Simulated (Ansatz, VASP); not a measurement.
## ZnS in VASP and in Ansatz

```xyz
2
Lattice="0.0000 2.6937 2.6937 2.6937 0.0000 2.6937 2.6937 2.6937 0.0000" Properties=species:S:1:pos:R:3 pbc="T T T"
Zn    0.0000    0.0000    0.0000
S     1.3468    1.3468    1.3468
```

Alike in both runs: task single point; functional r2SCAN; dispersion D3(BJ); k mesh 6 × 6 × 6; occupations gaussian, width 0.1 eV; no spin polarisation.

```csv
,VASP,Ansatz
version,VASP 6.6.1,Ansatz 0.2.0
potentials or method,"VASP PAW PBE potentials, release 64 (Zn, S), cutoff 550 eV","scalar-relativistic, plane waves, PAW"
valence electrons in the cell,18,18
```

```csv
,VASP,Ansatz,Ansatz less VASP
gap on the k mesh at the Fermi level (eV),2.72,2.71,-0.010
least direct gap on the mesh (eV),2.72,2.71,-0.010
pressure (GPa),-1.1,-1.1,+0.01
```

VASP's potentials were made for PBE, not for r2SCAN. Ansatz's warnings: dispersion damping borrowed.
